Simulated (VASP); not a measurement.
# Mg (P2_1) in VASP: single point with PBEsol

Aim: the single point of Mg with PBEsol.

Everything below comes from runs of VASP 6.6.1. Logs are shortened: lines on timing, memory, paths and dates and some standing lists are left out, and cuts for length are marked.

## Step 1: The cell of the first run

The structure is monoclinic, space group P2_1 (No. 4). The conventional cell has a = 5.127 Å, b = 3.242 Å, c = 15.104 Å, α = 90.00°, β = 90.13°, γ = 90.00°. Mg (site symmetry 1) has 12 Mg at 2.97 to 3.85 Å within 3.9 Å. Mg (site symmetry 1) has 12 Mg at 2.98 to 3.83 Å within 3.9 Å. Within 4.0 Å of Mg (site symmetry 1) lie 12 Mg at 3.04 to 3.83 Å. Within 4.0 Å of Mg (site symmetry 1) lie 12 Mg at 3.04 to 3.85 Å. Mg (site symmetry 1) has 10 Mg at 3.00 to 3.45 Å within 4.0 Å.

## Step 2: Single point, PBEsol

Input file INCAR:

```
PREC     = Accurate       # precision mode
ENCUT    = 520            # plane-wave cutoff, eV
EDIFF    = 1E-6           # SCF threshold, eV
ISMEAR   = 0              # smearing method
SIGMA    = 0.1            # smearing width, eV
LREAL    = False          # projectors in reciprocal space
LASPH    = True           # aspherical terms in the spheres
NELM     = 100            # most SCF steps
ALGO     = Normal         # electronic algorithm
ISIF     = 2              # what is computed and relaxed
LWAVE    = False          # write WAVECAR
LCHARG   = False          # write CHGCAR
GGA      = PS             # functional
NBANDS   = 21             # bands
```

Input file KPOINTS:

```
Automatic mesh
0
Gamma
  4 6 2
```

Input file POSCAR:

```
Mg
1.0
    5.1265079187      0.0000000000      0.0000000000
    0.0000000000      3.2419898246      0.0000000000
   -0.0349216249      0.0000000000     15.1043000224
Mg
10
Direct
    0.5137480000      0.4801877400      0.9178800400
    0.4862520000      0.9801877400      0.0821199600
    0.4882709400      0.9818152100      0.4173816100
    0.5117290600      0.4818152100      0.5826183900
    0.0118714700      0.9820831200      0.5988213600
    0.9881285300      0.4820831200      0.4011786400
    0.9864353600      0.4812172700      0.0986575200
    0.4843262200      0.4817635700      0.2496864200
    0.5156737800      0.9817635700      0.7503135800
    0.0135646400      0.9812172700      0.9013424800
```

Potentials or basis: VASP PAW PBE potentials, release 64 (Mg).

On the command line:

```console
cat potpaw_PBE.64/Mg/POTCAR > POTCAR
mpirun -np 1 vasp_std > vasp.out
```

OUTCAR:

```text
PREC = Accurate
   ENCUT = 520
   EDIFF = 1E-6
   ISMEAR = 0
   LREAL = False
   LASPH = True
   NELM = 100
   ISIF = 2
   GGA = PS

 ion  position               nearest neighbor table
   1  0.514  0.480  0.918-   2 2.97   2 2.97   9 3.00   9 3.01  10 3.04  10 3.04  10 3.04  10 3.05
                             7 3.65
   2  0.486  0.980  0.082-   1 2.97   1 2.97   8 3.00   8 3.01   7 3.04   7 3.04   7 3.04   7 3.05
                            10 3.65
   3  0.488  0.982  0.417-   4 2.98   4 2.98   8 3.01   8 3.01   6 3.04   6 3.04   6 3.04   6 3.04

   4  0.512  0.482  0.583-   3 2.98   3 2.98   9 3.01   9 3.01   5 3.04   5 3.04   5 3.04   5 3.04

   5  0.012  0.982  0.599-   4 3.04   4 3.04   4 3.04   4 3.04   6 3.40   6 3.40   9 3.43   9 3.45

   6  0.988  0.482  0.401-   3 3.04   3 3.04   3 3.04   3 3.04   5 3.40   5 3.40   8 3.43   8 3.45

   7  0.986  0.481  0.099-   2 3.04   2 3.04   2 3.04   2 3.05  10 3.40  10 3.40   8 3.42   8 3.44
                             1 3.65
   8  0.484  0.482  0.250-   2 3.00   3 3.01   3 3.01   2 3.01   7 3.42   6 3.43   7 3.44   6 3.45

   9  0.516  0.982  0.750-   1 3.00   4 3.01   4 3.01   1 3.01  10 3.42   5 3.43  10 3.44   5 3.45

  10  0.014  0.981  0.901-   1 3.04   1 3.04   1 3.04   1 3.05   7 3.40   7 3.40   9 3.42   9 3.44
                             2 3.65

  LATTYP: Found a simple monoclinic cell.
 ALAT       =     5.1265079187
 B/A-ratio  =     0.6323973114
 C/A-ratio  =     2.9463214788
 COS(beta)  =    -0.0023120258

  Lattice vectors:

 A1 = (   5.1265079187,   0.0000000000,   0.0000000000)
 A2 = (   0.0000000000,   3.2419898246,   0.0000000000)
 A3 = (  -0.0349216249,   0.0000000000,  15.1043000224)

Analysis of symmetry for initial positions (statically):
=====================================================================
 Subroutine PRICEL returns:
 Original cell was already a primitive cell.

 Routine SETGRP: Setting up the symmetry group for a
 simple monoclinic supercell.

 Subroutine GETGRP returns: Found  2 space group operations
 (whereof  1 operations were pure point group operations)
 out of a pool of  4 trial point group operations.

The static configuration has the point symmetry C_1 .
 The point group associated with its full space group is C_2 .

Analysis of symmetry for dynamics (positions and initial velocities):
=====================================================================
 Subroutine PRICEL returns:
 Original cell was already a primitive cell.

 Routine SETGRP: Setting up the symmetry group for a
 simple monoclinic supercell.

 Subroutine GETGRP returns: Found  2 space group operations
 (whereof  1 operations were pure point group operations)
 out of a pool of  4 trial point group operations.

The dynamic configuration has the point symmetry C_1 .
 The point group associated with its full space group is C_2 .

 Subroutine INISYM returns: Found  2 space group operations
 (whereof  1 operations are pure point group operations),
 and found     1 'primitive' translations

----------------------------------------------------------------------------------------

                                     Primitive cell

  volume of cell :     251.0348

  direct lattice vectors                    reciprocal lattice vectors
     5.126507919  0.000000000  0.000000000     0.195064558  0.000000000  0.000450995
     0.000000000  3.241989825  0.000000000     0.000000000  0.308452541  0.000000000
    -0.034921625  0.000000000 15.104300022     0.000000000  0.000000000  0.066206312

  length of vectors
     5.126507919  3.241989825 15.104340392     0.195065079  0.308452541  0.066206312

  position of ions in fractional coordinates (direct lattice)
     0.513748000  0.480187740  0.917880040
     0.486252000  0.980187740  0.082119960
     0.488270940  0.981815210  0.417381610
     0.511729060  0.481815210  0.582618390
     0.011871470  0.982083120  0.598821360
     0.988128530  0.482083120  0.401178640
     0.986435360  0.481217270  0.098657520
     0.484326220  0.481763570  0.249686420
     0.515673780  0.981763570  0.750313580
     0.013564640  0.981217270  0.901342480

  ion indices of the primitive-cell ions
   primitive index   ion index
                 1           1
                 2           2
                 3           3
                 4           4
                 5           5
                 6           6
                 7           7
                 8           8
                 9           9
                10          10

----------------------------------------------------------------------------------------

 KPOINTS: Automatic mesh

Automatic generation of k-mesh.
 Grid dimensions read from file:
 generate k-points for:    4    6    2

 Generating k-lattice:

  Cartesian coordinates                     Fractional coordinates (reciprocal lattice)
     0.048766139  0.000000000  0.000112749     0.250000000  0.000000000  0.000000000
     0.000000000  0.051408757  0.000000000     0.000000000  0.166666667  0.000000000
     0.000000000  0.000000000  0.033103156     0.000000000  0.000000000  0.500000000

  Length of vectors
     0.048766270  0.051408757  0.033103156

  Shift w.r.t. Gamma in fractional coordinates (k-lattice)
     0.000000000  0.000000000  0.000000000

 Subroutine IBZKPT returns following result:
 ===========================================

 Found     24 irreducible k-points:

 Following reciprocal coordinates:
            Coordinates               Weight
  0.000000  0.000000  0.000000      1.000000
  0.250000  0.000000  0.000000      2.000000
  0.500000  0.000000  0.000000      1.000000
  0.000000  0.166667  0.000000      2.000000
  0.250000  0.166667  0.000000      4.000000
  0.500000  0.166667  0.000000      2.000000
[... 16 lines left out ...]
  0.250000  0.500000  0.500000      2.000000
  0.500000  0.500000  0.500000      1.000000
   k-points           NKPTS =     24   k-points in BZ     NKDIM =     24   number of bands    NBANDS=     21
   number of dos      NEDOS =    301   number of ions     NIONS =     10
   total plane-waves  NPLWV = 107520
   dimension x,y,z NGX =    40 NGY =   24 NGZ =  112
   dimension x,y,z NGXF=    80 NGYF=   48 NGZF=  224
   ions per type =              10
   NGX,Y,Z   is equivalent  to a cutoff of  12.97, 12.31, 12.33 a.u.
   NGXF,Y,Z  is equivalent  to a cutoff of  25.94, 24.61, 24.65 a.u.
 SYSTEM =  unknown system
   PREC   = accura    normal or accurate (medium, high low for compatibility)
   ISTART =      0    job   : 0-new  1-cont  2-samecut
   ICHARG =      2    charge: 1-file 2-atom 10-const
   ISPIN  =      1    spin polarized calculation?
   LNONCOLLINEAR =      F non collinear calculations
   LSORBIT =      F    spin-orbit coupling
   LASPH  =      T    aspherical Exc in radial PAW
   ENCUT  =  520.0 eV  38.22 Ry    6.18 a.u.   9.53  6.03 28.08*2*pi/ulx,y,z
   NELM   =    100;   NELMIN=  2; NELMDL= -5     # of ELM steps
   EDIFF  = 0.1E-05   stopping-criterion for ELM
   LREAL  =      F    real-space projection
   EDIFFG = 0.1E-04   stopping-criterion for IOM
   NSW    =      0    number of steps for IOM
   IBRION =     -1    ionic relax: 0-MD 1-quasi-New 2-CG
   NFREE  =      0    steps in history (QN), initial steepest desc. (CG)
   ISIF   =      2    stress and relaxation
   ISYM   =      2    0-nonsym 1-usesym 2-fastsym
   POTIM  = 0.5000    time-step for ionic-motion
   TEBEG  =    0.0;   TEEND  =   0.0 temperature during run
   PSTRESS=    0.0 pullay stress
   NELECT =      20.0000    total number of electrons
   NUPDOWN=      -1.0000    fix difference up-down
   EMIN   =  10.00;   EMAX   =-10.00  energy-range for DOS
   EFERMI =   0.00;   METHOD = LEGACY
   ISMEAR =     0;   SIGMA  =   0.10  broadening in eV -4-tet -1-fermi 0-gaus
   EFERMI_NEDOS =   21; number of points for ismear=-14 and -15
   IALGO  =     38    algorithm
   IMIX   =      4    mixing-type and parameters
     AMIX     =   0.40;   BMIX     =  1.00
     AMIX_MAG =   1.60;   BMIX_MAG =  1.00
  volume/ion in A,a.u.               =      25.10       169.41
  Fermi-wavevector in a.u.,A,eV,Ry     =   0.704434  1.331187  6.751578  0.496227
  Thomas-Fermi vector in A             =   1.789674
   LORBIT       =      0    0 simple, 1 ext, 2 COOP (PROOUT), +10 PAW based schemes
   GGA     = PS    functional components
   LHFCALC =     F    Hartree Fock is set to
   AEXX    =    0.0000 exact exchange contribution
   IVDW    =     0    specifies the selected vdW correction
   LEPSILON=     F    determine dielectric tensor
   LRPA    =     F    only Hartree local field effects (RPA)
 non-spin polarized calculation
 Gauss-broadening in eV      SIGMA  =   0.10
  energy-cutoff  :      520.00
  volume of cell :      251.03
 maximum number of plane-waves:      6804
 NGX is ok and might be reduce to    40
   NGX = 19   NGY = 13   NGZ = 57

 number of electron      20.0000000 magnetization

 Free energy of the ion-electron system (eV)
  ---------------------------------------------------
  ext. energy  EPLUGINS =         0.00000000
  ---------------------------------------------------
  free energy    TOTEN  =       -15.54661685 eV

  energy without entropy =      -15.52336743  energy(sigma->0) =      -15.53499214

 E-fermi :   2.0436     XC(G=0):  -8.1877

 val. band max:        2.0310756164   @ k =   0.2500   0.5000   0.5000
 cond. band min:       2.0601207113   @ k =   0.2500   0.0000   0.0000
 fundamental gap:      0.0290450949
 Fermi energy:         2.0436109426

 k-point     1 :       0.0000    0.0000    0.0000
  band No.  band energies     occupation
      1      -4.5957      2.00000
      2      -4.2205      2.00000
      3      -3.5495      2.00000
      4      -2.2260      2.00000
      5      -1.5270      2.00000
      6       0.7563      2.00000
[... 13 lines left out ...]
     20       6.4299      0.00000
     21       6.5058      0.00000
[... 529 lines left out ...]
 k-point    24 :       0.5000    0.5000    0.5000
  band No.  band energies     occupation
      1      -0.0330      2.00000
      2      -0.0330      2.00000
      3       0.1699      2.00000
      4       0.1699      2.00000
      5       0.7358      2.00000
      6       0.7358      2.00000
[... 13 lines left out ...]
     20       4.0173      0.00000
     21       4.8890      0.00000

------------------------ aborting loop because EDIFF is reached ----------------------------------------

  FORCE on cell =-STRESS in cart. coord.  units (eV):
  Direction    XX          YY          ZZ          XY          YZ          ZX
  --------------------------------------------------------------------------------------
  -------------------------------------------------------------------------------------
  Total        0.4232349     -0.3464040      0.0343780      0.0000000      0.0000000     -0.0195627
  in kB        2.7012088     -2.2108516      0.2194103      0.0000000      0.0000000     -0.1248548
  external PRESSURE =       0.2365892 kB  Pullay stress =       0.0000000 kB

 VOLUME and BASIS-vectors are now :
 -----------------------------------------------------------------------------
  energy-cutoff  :      520.00
  volume of cell :      251.03
      direct lattice vectors                 reciprocal lattice vectors
     5.126507919  0.000000000  0.000000000     0.195064558  0.000000000  0.000450995
     0.000000000  3.241989825  0.000000000     0.000000000  0.308452541  0.000000000
    -0.034921625  0.000000000 15.104300022     0.000000000  0.000000000  0.066206312

 POSITION                                       TOTAL-FORCE (eV/Angst)
 -----------------------------------------------------------------------------------
      2.60168      1.55676     13.86394         0.044190      0.008385      0.026780
      2.48991      3.17776      1.24036        -0.044190      0.008385     -0.026780
      2.48855      3.18303      6.30426        -0.034628      0.001070      0.050164
      2.60304      1.56204      8.80004         0.034628      0.001070     -0.050164
      0.03995      3.18390      9.04478         0.012491     -0.001208     -0.060228
      5.05164      1.56291      6.05952        -0.012491     -0.001208      0.060228
      5.05352      1.56010      1.49015        -0.017080     -0.004700     -0.059960
      2.47418      1.56187      3.77134         0.007482     -0.003547      0.003831
      2.61740      3.18287     11.33296        -0.007482     -0.003547     -0.003831
      0.03806      3.18110     13.61415         0.017080     -0.004700      0.059960
 -----------------------------------------------------------------------------------
    total drift:                                0.000000     -0.000004     -0.000000

  FREE ENERGIE OF THE ION-ELECTRON SYSTEM (eV)
  ---------------------------------------------------
  free  energy   TOTEN  =       -15.5466168495 eV

  energy  without entropy=      -15.5233674337  energy(sigma->0) =      -15.53499214
```

Run time: 2.3 min. Hardware: 1 thread of Oxide Virtual Turin-like, shared host; peak memory 0.31 GiB.

What came out:

```yaml
Free_energy: -15.5466 eV
Pressure: 0.0 GPa
Largest_force: 0.063 eV/Å
Band_gap_on_the_k_mesh: zero (band 10 reaches 2.71 eV, above the bottom of band 11 at 1.60 eV)
```

Forces in eV/Å, atoms in the order of the input:
```
Mg   0.044  0.008  0.027
Mg  -0.044  0.008 -0.027
Mg  -0.035  0.001  0.050
Mg   0.035  0.001 -0.050
Mg   0.012 -0.001 -0.060
Mg  -0.012 -0.001  0.060
Mg  -0.017 -0.005 -0.060
Mg   0.007 -0.004  0.004
Mg  -0.007 -0.004 -0.004
Mg   0.017 -0.005  0.060
```

Caveat: the PAW data sets were made with another functional, which shifts forces and pressure a little.
